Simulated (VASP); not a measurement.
## BeTe: elastic constants with PBEsol

Crystal: BeTe.

```
Be Te
1.0
     0.00000    2.68512    2.68512
     2.68512    0.00000    2.68512
     2.68512    2.68512    0.00000
Be Te
1 1
Direct
  0.00000 0.00000 0.00000
  0.75000 0.75000 0.75000
```

- Program: VASP 6.6.1
- Task: elastic constants
- Functional: PBEsol
- Potentials or basis: VASP PAW PBE potentials, release 64 (Be, Te)
- Cutoff: 600 eV
- k mesh: 8 × 8 × 8
- Occupations: gaussian, width 0.01 eV
- Spin: no spin polarisation
- Dipole correction: no
- Ions in elastic constants: relaxed
- Further INCAR settings: ALGO = Normal; EDIFF = 1e-08; IBRION = 6; POTIM = 0.015; NSW = 1; ISIF = 3

```json
{
  "Elastic constants C11, C12, C44": "131, 67, 60 GPa",
  "Voigt bulk modulus": "89 GPa",
  "Highest phonon frequency at Γ, LO-TO splitting left out": "560 cm⁻¹"
}
```

Phonon frequencies in cm⁻¹ (negative: imaginary):
```csv
q point,frequencies
"(0.000, 0.000, 0.000)",0 0 0 560 560 560
```

Elastic tensor in Voigt notation (GPa, in the Cartesian axes of the cell as first typed):
```
131  67  67   0   0   0
 67 131  67   0   0   0
 67  67 131   0   0   0
  0   0   0  60   0   0
  0   0   0   0  60   0
  0   0   0   0   0  60
```

Clamped-ion elastic tensor (GPa):
```
131  67  67   0   0   0
 67 131  67   0   0   0
 67  67 131   0   0   0
  0   0   0  96   0   0
  0   0   0   0  96   0
  0   0   0   0   0  96
```

Run time: 6.9 min on 1 thread of Intel Xeon 6975P-C, with other jobs on the host, peak memory 0.27 GiB.

Caveat: the cell is under stress, which shifts elastic constants; the PAW data sets were made with another functional, which shifts forces and pressure a little.
